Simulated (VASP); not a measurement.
Write the native input for VASP 6.6.1 that does the following.

- Task: single point
- Functional: PBE
- Potentials or basis: VASP PAW PBE potentials, release 64 (In_d, P)
- Cutoff: 500 eV
- k mesh: 3 × 3 × 3
- Occupations: gaussian, width 0.01 eV
- Spin: no spin polarisation
- Dipole correction: no
- Further INCAR settings: ALGO = Normal; EDIFF = 1e-06; NBANDS = 16

The structure of InP lies in POSCAR:

```
InP
1.0
    0.0000000000      2.9305000000      2.9305000000
    2.9305000000      0.0000000000      2.9305000000
    2.9305000000      2.9305000000      0.0000000000
In P
1 1
Direct
    0.0000000000      0.0000000000      0.0000000000
    0.2500000000      0.2500000000      0.2500000000
```

These files were run (other wordings do the same):

INCAR

```
SYSTEM = InP
  ALGO = Normal
  EDIFF = 1E-6
  ENCUT = 500
  GGA = PE
  GGA_COMPAT = .False.
  ISIF = 2
  ISMEAR = 0
  LASPH = .True.
  LCHARG = .False.
  LREAL = .False.
  LWAVE = .False.
  NBANDS = 16
  NELM = 120
  PREC = Accurate
  SIGMA = 0.01
```

KPOINTS

```
k-points
0
Gamma
  3 3 3
  0 0 0
```

Potentials or basis: VASP PAW PBE potentials, release 64 (In_d, P).

Command:

```sh
$ cat potpaw_PBE.64/In_d/POTCAR potpaw_PBE.64/P/POTCAR > POTCAR
$ mpirun -np 1 vasp_std > vasp.out
```

Results of the run:

```yaml
Pressure: 4.1 GPa
Band_gap_on_the_k_mesh: 0.68 eV, direct
```

Caveat: the k points lie up to 0.62 Å⁻¹ apart; spin-orbit coupling is left out, which moves the levels of the heavy elements.

Wall time 3.4 s on 1 thread of AMD EPYC 9R45 96-Core Processor (Zen 5), with other jobs on the host, peak memory 0.13 GiB.
